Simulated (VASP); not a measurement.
A run of VASP 6.6.1:

File INCAR:

```
  ALGO = Normal
  EDIFF = 1E-6
  ENCUT = 520
  GGA = PE
  GGA_COMPAT = F
  ISIF = 2
  ISMEAR = -1
  ISPIN = 2
  LASPH = T
  LCHARG = F
  LORBIT = 11
  LREAL = F
  LWAVE = F
  MAGMOM = 1 0
  NBANDS = 14
  NELM = 200
  PREC = Accurate
  SIGMA = 0.1
```

File KPOINTS:

```
k-points
0
Gamma
  1 1 1
```

The input POSCAR:

```
HO
1.0
   10.0000000000      0.0000000000      0.0000000000
    0.0000000000     10.0000000000      0.0000000000
    0.0000000000      0.0000000000     10.0000000000
O H
1 1
Direct
    0.0000000000      0.0000000000      0.0000000000
    0.0000000000      0.0000000000      0.0980000000
```

Potentials or basis: VASP PAW PBE potentials, release 64 (O, H).

Run with:

```bash
$ cat potpaw_PBE.64/O/POTCAR potpaw_PBE.64/H/POTCAR > POTCAR
$ mpirun -np 1 vasp_gam > vasp.out
```

Hardware: 1 thread of Intel(R) Xeon(R) Platinum 8559C (Emerald Rapids), with other jobs on the host.

How long does it take, and how much memory?

Run time: 2.1 min on 1 thread of Intel(R) Xeon(R) Platinum 8559C (Emerald Rapids), with other jobs on the host, peak memory 1.3 GiB. Counts: scf iterations 23, k points 1.
